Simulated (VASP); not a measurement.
# Ge (P1) in VASP: notebook

Ge is run at these levels: PBEsol; tasks: single point.

Program: VASP 6.6.1. These are calculated values, not measurements. Logs are shortened: lines on timing, memory, paths and dates and some standing lists are left out, and cuts for length are marked.

### Step 1. The cell of the first run

The typed cell holds 4 atoms: a = 4.022 Å, b = 3.913 Å, c = 6.366 Å, α = 89.62°, β = 88.96°, γ = 122.63°.

### Step 2. Single point, PBEsol

Contents of INCAR:

```
ALGO = Normal
EDIFF = 1E-6
ENCUT = 520
GGA = PS
ISIF = 2
ISMEAR = 1
LASPH = T
LCHARG = F
LREAL = F
LWAVE = F
NBANDS = 36
NELM = 60
PREC = Accurate
SIGMA = 0.1
```

Contents of KPOINTS:

```
k-points
0
Gamma
  5 5 3
```

Contents of POSCAR:

```
Ge
1.0
    4.0213253631     -0.0587617360      0.0361195992
   -2.0615525812      3.3258483703      0.0135872788
    0.0596302836      0.0603291150      6.3658846881
Ge
4
Direct
    0.6851600000      0.3294500000      0.0906000000
    0.3538500000      0.6855800000      0.5613900000
    0.7000900000      0.3410400000      0.4434100000
    0.3506700000      0.7050200000      0.9347100000
```

Potentials or basis: VASP PAW PBE potentials, release 64 (Ge_d).

Run with:

```
$ cat potpaw_PBE.64/Ge_d/POTCAR > POTCAR
$ mpirun -np 1 vasp_std > vasp.out
```

OUTCAR:

```text
EDIFF = 1E-6
   ENCUT = 520
   GGA = PS
   ISIF = 2
   ISMEAR = 1
   LASPH = T
   LREAL = F
   NELM = 60
   PREC = Accurate

 ion  position               nearest neighbor table
   1  0.685  0.329  0.091-   3 2.25   4 2.30   4 2.44   4 2.67
   2  0.354  0.686  0.561-   3 2.27   3 2.36   4 2.38   3 2.51
   3  0.700  0.341  0.443-   1 2.25   2 2.27   2 2.36   2 2.51
   4  0.351  0.705  0.935-   1 2.30   2 2.38   1 2.44   1 2.67

  LATTYP: Found a triclinic cell.
 ALAT       =     3.8101227285
 B/A-ratio  =     1.0269970828
 C/A-ratio  =     1.6709303788
 COS(alpha) =     0.0065916324
 COS(beta)  =     0.0259880311
 COS(gamma) =     0.4578682078

  Lattice vectors:

 A1 = (   1.9597727819,   3.2670866343,   0.0497068780)
 A2 = (  -2.0615525812,   3.3258483703,   0.0135872788)
 A3 = (   0.0596302836,   0.0603291150,   6.3658846881)

Analysis of symmetry for initial positions (statically):
=====================================================================
 Subroutine PRICEL returns:
 Original cell was already a primitive cell.

 Routine SETGRP: Setting up the symmetry group for a
 triclinic supercell.

 Subroutine GETGRP returns: Found  1 space group operations
 (whereof  1 operations were pure point group operations)
 out of a pool of  2 trial point group operations.

The static configuration has the point symmetry C_1 .

Analysis of symmetry for dynamics (positions and initial velocities):
=====================================================================
 Subroutine PRICEL returns:
 Original cell was already a primitive cell.

 Routine SETGRP: Setting up the symmetry group for a
 triclinic supercell.

 Subroutine GETGRP returns: Found  1 space group operations
 (whereof  1 operations were pure point group operations)
 out of a pool of  2 trial point group operations.

The dynamic configuration has the point symmetry C_1 .

 Subroutine INISYM returns: Found  1 space group operations
 (whereof  1 operations are pure point group operations),
 and found     1 'primitive' translations

[... 90 lines left out ...]
   ISTART =      0    job   : 0-new  1-cont  2-samecut
   ICHARG =      2    charge: 1-file 2-atom 10-const
   ISPIN  =      1    spin polarized calculation?
   LNONCOLLINEAR =      F non collinear calculations
   LSORBIT =      F    spin-orbit coupling
   LASPH  =      T    aspherical Exc in radial PAW
   ENCUT  =  520.0 eV  38.22 Ry    6.18 a.u.   7.48  7.28 11.84*2*pi/ulx,y,z
   NELM   =     60;   NELMIN=  2; NELMDL= -5     # of ELM steps
   EDIFF  = 0.1E-05   stopping-criterion for ELM
   LREAL  =      F    real-space projection
   EDIFFG = 0.1E-04   stopping-criterion for IOM
   NSW    =      0    number of steps for IOM
   IBRION =     -1    ionic relax: 0-MD 1-quasi-New 2-CG
   NFREE  =      0    steps in history (QN), initial steepest desc. (CG)
   ISIF   =      2    stress and relaxation
   ISYM   =      2    0-nonsym 1-usesym 2-fastsym
   POTIM  = 0.5000    time-step for ionic-motion
   TEBEG  =    0.0;   TEEND  =   0.0 temperature during run
   PSTRESS=    0.0 pullay stress
   NELECT =      56.0000    total number of electrons
   NUPDOWN=      -1.0000    fix difference up-down
   EMIN   =  10.00;   EMAX   =-10.00  energy-range for DOS
   EFERMI =   0.00;   METHOD = LEGACY
   ISMEAR =     1;   SIGMA  =   0.10  broadening in eV -4-tet -1-fermi 0-gaus
   EFERMI_NEDOS =   21; number of points for ismear=-14 and -15
   IALGO  =     38    algorithm
   IMIX   =      4    mixing-type and parameters
     AMIX     =   0.40;   BMIX     =  1.00
     AMIX_MAG =   1.60;   BMIX_MAG =  1.00
  volume/ion in A,a.u.               =      21.09       142.31
  Fermi-wavevector in a.u.,A,eV,Ry     =   1.428138  2.698790 27.750163  2.039579
  Thomas-Fermi vector in A             =   2.548233
   LORBIT       =      0    0 simple, 1 ext, 2 COOP (PROOUT), +10 PAW based schemes
   GGA     = PS    functional components
   LHFCALC =     F    Hartree Fock is set to
   AEXX    =    0.0000 exact exchange contribution
   IVDW    =     0    specifies the selected vdW correction
   LEPSILON=     F    determine dielectric tensor
   LRPA    =     F    only Hartree local field effects (RPA)
 non-spin polarized calculation
 Methfessel and Paxton  Order N= 1 SIGMA  =   0.10
  energy-cutoff  :      520.00
  volume of cell :       84.35
 maximum number of plane-waves:      2285
 NGX is ok and might be reduce to    30
   NGX = 15   NGY = 15   NGZ = 23

 number of electron      55.9999992 magnetization

 Free energy of the ion-electron system (eV)
  ---------------------------------------------------
  ext. energy  EPLUGINS =         0.00000000
  ---------------------------------------------------
  free energy    TOTEN  =       -18.86948256 eV

  energy without entropy =      -18.86920585  energy(sigma->0) =      -18.86939032

 E-fermi :   5.5722     XC(G=0): -10.4638

 val. band max:        5.5694578165   @ k =   0.0000   0.0000   0.3333
 cond. band min:       5.7762302157   @ k =  -0.4000  -0.0000   0.3333
 fundamental gap:      0.2067723992
 Fermi energy:         5.5721617035

 k-point     1 :       0.0000    0.0000    0.0000
  band No.  band energies     occupation
      1     -19.5724      2.00000
      2     -19.5098      2.00000
      3     -19.4747      2.00000
      4     -19.4409      2.00000
      5     -19.4345      2.00000
      6     -19.3891      2.00000
[... 925 lines left out ...]
     35      13.0147      0.00000
     36      14.1976      0.00000

 [... further k-points ...]

------------------------ aborting loop because EDIFF is reached ----------------------------------------

  FORCE on cell =-STRESS in cart. coord.  units (eV):
  Direction    XX          YY          ZZ          XY          YZ          ZX
  --------------------------------------------------------------------------------------
  -------------------------------------------------------------------------------------
  Total       -0.2384533      6.6030017      7.1320758      1.9905829      0.2344143     -0.1539934
  in kB       -4.5291049    125.4152680    135.4643288     37.8084843      4.4523894     -2.9249001
  external PRESSURE =      85.4501640 kB  Pullay stress =       0.0000000 kB

 VOLUME and BASIS-vectors are now :
 -----------------------------------------------------------------------------
  energy-cutoff  :      520.00
  volume of cell :       84.35
      direct lattice vectors                 reciprocal lattice vectors
     4.021325363 -0.058761736  0.036119599     0.250982140  0.155588830 -0.003825497
    -2.061552581  3.325848370  0.013587279     0.004460406  0.303451899 -0.002917577
     0.059630284  0.060329115  6.365884688    -0.001433576 -0.001530485  0.157115290

 POSITION                                       TOTAL-FORCE (eV/Angst)
 -----------------------------------------------------------------------------------
      2.08148      1.06091      0.60597        -0.637028      1.560495     -2.456808
      0.04306      2.29321      3.59584         0.845185     -1.335465      0.438078
      2.13866      1.11986      2.85262        -0.819139      1.375796      1.208299
      0.01246      2.38057      5.97250         0.610981     -1.600825      0.810431
 -----------------------------------------------------------------------------------
    total drift:                               -0.000680     -0.000383     -0.001839

  FREE ENERGIE OF THE ION-ELECTRON SYSTEM (eV)
  ---------------------------------------------------
  free  energy   TOTEN  =       -18.8694825614 eV

  energy  without entropy=      -18.8692058510  energy(sigma->0) =      -18.86939032
```

stdout:

```text
POSCAR found type information on POSCAR Ge
 POSCAR found :  1 types and       4 ions
 scaLAPACK will be used
 -----------------------------------------------------------------------------
|                                                                             |
|                                                                             |
|     You enforced a specific xc type in the INCAR file but a different       |
|     I HOPE YOU KNOW WHAT YOU ARE DOING!                                     |
|                                                                             |
 -----------------------------------------------------------------------------

 LDA part: xc-table for (Slater+PW92), standard interpolation
 POSCAR, INCAR and KPOINTS ok, starting setup
 FFT: planning ... GRIDC
 FFT: planning ... GRID_SOFT
 FFT: planning ... GRID
 WAVECAR not read
 entering main loop
```

It took 52 s on 1 thread of Intel Xeon 6975P-C (Granite Rapids), shared host; peak memory 0.22 GiB.

What came out:

```
Free energy            : -18.8695 eV
Pressure               : 8.5 GPa
Largest force          : 2.979 eV/Å
Band gap on the k mesh : zero (bands 28 and 29 overlap by 0.30 eV)
```

Forces in eV/Å, atoms in the order of the input:
```
Ge  -0.637  1.560 -2.457
Ge   0.845 -1.335  0.438
Ge  -0.819  1.376  1.208
Ge   0.611 -1.601  0.810
```

Stress tensor (GPa, compression positive):
```
-0.45  3.78 -0.29
 3.78 12.54  0.45
-0.29  0.45 13.55
```

Caveat: the k points lie up to 0.37 Å⁻¹ apart; semilocal functionals underestimate gaps, so a narrow gap can read as zero; the PAW data sets were made with another functional, which shifts forces and pressure a little.

### Step 3. Single point, PBEsol

This run uses another cell than the first one, of 21.19 Å³/atom.

Contents of INCAR:

```
PREC = Accurate
ENCUT = 520
EDIFF = 1E-7
ISMEAR = 1
SIGMA = 0.1
LREAL = False
LASPH = True
NELM = 80
ALGO = Normal
ISIF = 2
LWAVE = False
LCHARG = False
GGA = PS
NBANDS = 36
```

Contents of KPOINTS:

```
Automatic mesh
0
Gamma
  5 5 3
```

Contents of POSCAR:

```
Ge
1.0
    4.0280500000     -0.0588600000      0.0361800000
   -2.0650000000      3.3314100000      0.0136100000
    0.0597300000      0.0604300000      6.3765300000
Ge
4
Direct
    0.6851600000      0.3294500000      0.0906000000
    0.3538500000      0.6855800000      0.5613900000
    0.7000900000      0.3410400000      0.4434100000
    0.3506700000      0.7050200000      0.9347100000
```

Potentials or basis: VASP PAW PBE potentials, release 64 (Ge_d).

Run with:

```
$ cat potpaw_PBE.64/Ge_d/POTCAR > POTCAR
$ mpirun -np 1 vasp_std > vasp.out
```

Run time: 60 s. Hardware: 1 thread of Intel Xeon 6975P-C (Granite Rapids), shared host; peak memory 0.23 GiB.

It converged, with:

| Quantity | Value |
| --- | --- |
| Free energy | -18.8916 eV |
| Pressure | 8.1 GPa |
| Largest force | 2.947 eV/Å |
| Band gap on the k mesh | zero (bands 28 and 29 overlap by 0.30 eV) |

Forces on the atoms (eV/Å):
```
Ge  -0.624  1.540 -2.434
Ge   0.834 -1.316  0.432
Ge  -0.809  1.356  1.193
Ge   0.600 -1.580  0.810
```

Stress tensor (GPa, compression positive):
```
-0.78  3.71 -0.29
 3.71 11.99  0.42
-0.29  0.42 12.95
```

Levels at points of the mesh, in eV from the Fermi level:
| k point | band 24 | band 25 | band 26 | band 27 | band 28 | band 29 | band 30 | band 31 | band 32 | band 33 |
| --- | --- | --- | --- | --- | --- | --- | --- | --- | --- | --- |
| (0.00, 0.00, 0.00) | -1.89 | -1.50 | -0.53 | -0.11 | 0.23 | 0.71 | 0.88 | 1.53 | 2.82 | 3.22 |

Caveat: the k points lie up to 0.37 Å⁻¹ apart; semilocal functionals underestimate gaps, so a narrow gap can read as zero; the PAW data sets were made with another functional, which shifts forces and pressure a little.

### Step 4. Single point, PBEsol

This run uses another cell than the first one, of 21.19 Å³/atom.

Contents of INCAR:

```
PREC = Accurate
ENCUT = 520
EDIFF = 1E-6
ISMEAR = 1
SIGMA = 0.1
LREAL = F
LASPH = T
NELM = 100
ALGO = Normal
ISIF = 2
LWAVE = F
LCHARG = F
GGA = PS
NBANDS = 36
```

KPOINTS is that of step 3.

POSCAR, as its differences from that of step 3:

```diff
@@ -8,3 +8,3 @@
 Direct
-    0.6851600000      0.3294500000      0.0906000000
+    0.6861622525      0.3294678118      0.0905942753
     0.3538500000      0.6855800000      0.5613900000
```

Run with:

```
$ cat potpaw_PBE.64/Ge_d/POTCAR > POTCAR
$ mpirun -np 1 vasp_std > vasp.out
```

Run time: 49 s. Hardware: 1 thread of Intel Xeon 6975P-C (Granite Rapids), shared host; peak memory 0.23 GiB.

Results (log left out):

| Property | Result |
| --- | --- |
| Free energy | -18.8890 eV |
| Pressure | 8.1 GPa |
| Largest force | 2.941 eV/Å |
| Band gap on the k mesh | zero (bands 28 and 29 overlap by 0.29 eV) |

Forces in eV/Å, atoms in the order of the input:
```
Ge  -0.643  1.529 -2.429
Ge   0.833 -1.317  0.431
Ge  -0.811  1.357  1.195
Ge   0.621 -1.569  0.803
```

Stress tensor (GPa, compression positive):
```
-0.75  3.74 -0.32
 3.74 11.98  0.40
-0.32  0.40 12.96
```

Levels at points of the mesh, in eV from the Fermi level:
| k point | band 24 | band 25 | band 26 | band 27 | band 28 | band 29 | band 30 | band 31 | band 32 | band 33 |
| --- | --- | --- | --- | --- | --- | --- | --- | --- | --- | --- |
| (0.00, 0.00, 0.00) | -1.89 | -1.50 | -0.54 | -0.11 | 0.22 | 0.71 | 0.89 | 1.52 | 2.82 | 3.21 |

Caveat: the k points lie up to 0.37 Å⁻¹ apart; semilocal functionals underestimate gaps, so a narrow gap can read as zero; the PAW data sets were made with another functional, which shifts forces and pressure a little.

### Step 5. Single point, PBEsol

This run uses another cell than the first one, of 21.19 Å³/atom.

Contents of INCAR:

```
SYSTEM = Ge
ALGO = Normal
EDIFF = 1E-7
ENCUT = 520
GGA = PS
ISIF = 2
ISMEAR = 1
LASPH = .True.
LCHARG = .False.
LREAL = .False.
LWAVE = .False.
NBANDS = 36
NELM = 60
PREC = Accurate
SIGMA = 0.1
```

Contents of KPOINTS:

```
k-points
0
Gamma
  5 5 3
  0 0 0
```

POSCAR, as its differences from that of step 4:

```diff
@@ -8,3 +8,3 @@
 Direct
-    0.6861622525      0.3294678118      0.0905942753
+    0.6841577475      0.3294321882      0.0906057247
     0.3538500000      0.6855800000      0.5613900000
```

Run with:

```
$ cat potpaw_PBE.64/Ge_d/POTCAR > POTCAR
$ mpirun -np 1 vasp_std > vasp.out
```

Run time: 54 s. Hardware: 1 thread of Intel Xeon 6975P-C (Granite Rapids), shared host; peak memory 0.23 GiB.

Results (log left out):

```yaml
Free_energy: -18.8940 eV
Pressure: 8.0 GPa
Largest_force: 2.953 eV/Å
Band_gap_on_the_k_mesh: zero (bands 28 and 29 overlap by 0.31 eV)
```

Forces in eV/Å, atoms in the order of the input:
```
Ge  -0.606  1.550 -2.440
Ge   0.834 -1.314  0.433
Ge  -0.807  1.355  1.191
Ge   0.579 -1.590  0.816
```

Stress tensor (GPa, compression positive):
```
-0.82  3.67 -0.26
 3.67 11.99  0.44
-0.26  0.44 12.93
```

Levels at points of the mesh, in eV from the Fermi level:
```
           k point  band 24  band 25  band 26  band 27  band 28  band 29  band 30  band 31  band 32  band 33
(0.00, 0.00, 0.00)    -1.88    -1.50    -0.53    -0.10     0.24     0.72     0.88     1.53     2.82     3.22
```

Caveat: the k points lie up to 0.37 Å⁻¹ apart; semilocal functionals underestimate gaps, so a narrow gap can read as zero; the PAW data sets were made with another functional, which shifts forces and pressure a little.

### Step 6. Single point, PBEsol

This run uses another cell than the first one, of 21.19 Å³/atom.

Contents of INCAR:

```
  PREC = Accurate
  ENCUT = 520
  EDIFF = 1E-7
  ISMEAR = 1
  SIGMA = 0.1
  LREAL = False
  LASPH = True
  NELM = 100
  ALGO = Normal
  ISIF = 2
  LWAVE = False
  LCHARG = True
  GGA = PS
  LELF = True
  LVHAR = True
  NBANDS = 36
```

Contents of KPOINTS:

```
regular mesh
0
Gamma
  5 5 3
```

POSCAR, as its differences from that of step 5:

```diff
@@ -8,3 +8,3 @@
 Direct
-    0.6841577475      0.3294321882      0.0906057247
+    0.6891690102      0.3295212473      0.0905771011
     0.3538500000      0.6855800000      0.5613900000
```

Potentials or basis: VASP PAW PBE potentials, release 64 (Ge_d).

Run with:

```
$ cat potpaw_PBE.64/Ge_d/POTCAR > POTCAR
$ mpirun -np 1 vasp_std > vasp.out
```

It took 55 s on 1 thread of Intel Xeon 6975P-C (Granite Rapids), shared host; peak memory 0.23 GiB.

The run converged. Its results:

* Free energy: -18.8810 eV
* Pressure: 8.1 GPa
* Largest force: 2.922 eV/Å
* Band gap on the k mesh: zero (bands 28 and 29 overlap by 0.26 eV)

Forces on the atoms (eV/Å):
```
Ge  -0.701  1.496 -2.410
Ge   0.832 -1.321  0.429
Ge  -0.816  1.361  1.199
Ge   0.685 -1.536  0.782
```

Stress tensor (GPa, compression positive):
```
-0.65  3.84 -0.43
 3.84 11.97  0.36
-0.43  0.36 13.01
```

Levels at points of the mesh, in eV from the Fermi level:
```csv
k point,band 25,band 26,band 27,band 28,band 29,band 30,band 31,band 32
"(0.00, 0.00, 0.00)",-1.50,-0.54,-0.13,0.18,0.70,0.91,1.50,2.81
```

Caveat: the k points lie up to 0.37 Å⁻¹ apart; semilocal functionals underestimate gaps, so a narrow gap can read as zero; the PAW data sets were made with another functional, which shifts forces and pressure a little.

### Step 7. The runs side by side

```tsv
cell	gap on the mesh (eV)	pressure (GPa)	largest force (eV/Å)
a = 4.022, b = 3.913, c = 6.366 Å, angles 89.6, 89.0, 122.6°, 4 atoms, atomic positions A	none	8.5	2.98
a = 4.029, b = 3.920, c = 6.377 Å, angles 89.6, 89.0, 122.6°, 4 atoms, atomic positions A	none	8.0	2.95
a = 4.029, b = 3.920, c = 6.377 Å, angles 89.6, 89.0, 122.6°, 4 atoms, atomic positions B	none	8.1	2.92
```

Alike in all rows: task single point; level PBEsol; potentials or basis VASP PAW PBE potentials, release 64 (Ge_d); no spin polarisation; k mesh 5 × 5 × 3; cutoff (eV) 520; smearing methfessel-paxton 0.1 eV.

Caveats: all runs use coarse meshes; semilocal functionals underestimate gaps, so a narrow gap can read as zero; the PAW data sets were made with another functional, which shifts forces and pressure a little.

Absolute energies hang on the potentials; compare differences alone.
